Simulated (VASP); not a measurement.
A run of VASP 6.6.1 is set up as follows.

The input INCAR:

```
PREC = Accurate ; ENCUT = 520
EDIFF = 1E-6 ; ISMEAR = 0
SIGMA = 0.15 ; LREAL = False
LASPH = True ; NELM = 100
ALGO = Fast ; ISIF = 2
LWAVE = False ; LCHARG = True
GGA = PS ; LELF = True
LVHAR = True ; NBANDS = 21
```

Contents of KPOINTS:

```
regular mesh
0
Gamma
  21 21 12
```

File POSCAR:

```
Ru
1.0
    2.6328018547      0.0000000000      0.0000000000
   -1.3164009273      2.2800732893      0.0000000000
    0.0000000000      0.0000000000      4.4381140865
Ru
2
Direct
    0.3333333333      0.6666666667      0.2500000000
    0.6666666667      0.3333333333      0.7500000000
```

Potentials or basis: VASP PAW PBE potentials, release 64 (Ru_pv).

The run is started by

```sh
$ cat potpaw_PBE.64/Ru_pv/POTCAR > POTCAR
$ mpirun -np 1 vasp_std > vasp.out
```

(1) What does it give for the pressure?

(2) Estimate the band gap on the k mesh.

Results:

(1) 0.8 GPa.

(2) zero (band 14 reaches 14.78 eV, above the bottom of band 15 at 11.61 eV).

Caveat: the PAW data sets were made with another functional, which shifts forces and pressure a little.
